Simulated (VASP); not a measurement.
CoSi:

```xyz
2
Lattice="2.7813 0.0000 0.0000 0.0000 2.7813 0.0000 0.0000 0.0000 2.7813" Properties=species:S:1:pos:R:3 pbc="T T T"
Co    0.0000    0.0000    0.0000
Si    1.3907    1.3907    1.3907
```

Base run:

* Program: VASP 6.6.1
* Functional: PBE
* Potentials or basis: VASP PAW PBE potentials, release 64 (Co, Si)
* Cutoff: 520 eV
* k mesh: 14 × 14 × 14
* Occupations: fermi-dirac, width 0.03 eV
* Spin: collinear spin, ferromagnetic start
* Starting moments: [0.53, 0.0] μB
* Fixed moment: 0.53 μB

Its results: pressure 0.4 GPa; site moments Co +0.53; Si +0.01 μB.

Problem. After a change of settings the same cell gave: pressure -0.1 GPa; site moments Co +0.16; Si +0.00 μB. Which change was it?
A. fixed moment from 0.53 μB to 0.68 μB; moments at the start from [0.53, 0.0] to [0.68, 0.0]
B. fixed moment from 0.53 μB to none; moments at the start from [0.53, 0.0] to [2.0, 0.0]
C. fixed moment from 0.53 μB to 0.74 μB; moments at the start from [0.53, 0.0] to [0.74, 0.0]
D. fixed moment from 0.53 μB to 0.15 μB; moments at the start from [0.53, 0.0] to [0.15, 0.0]

Solution. D.

Caveats: the total moment is fixed, so each spin has its own Fermi level.
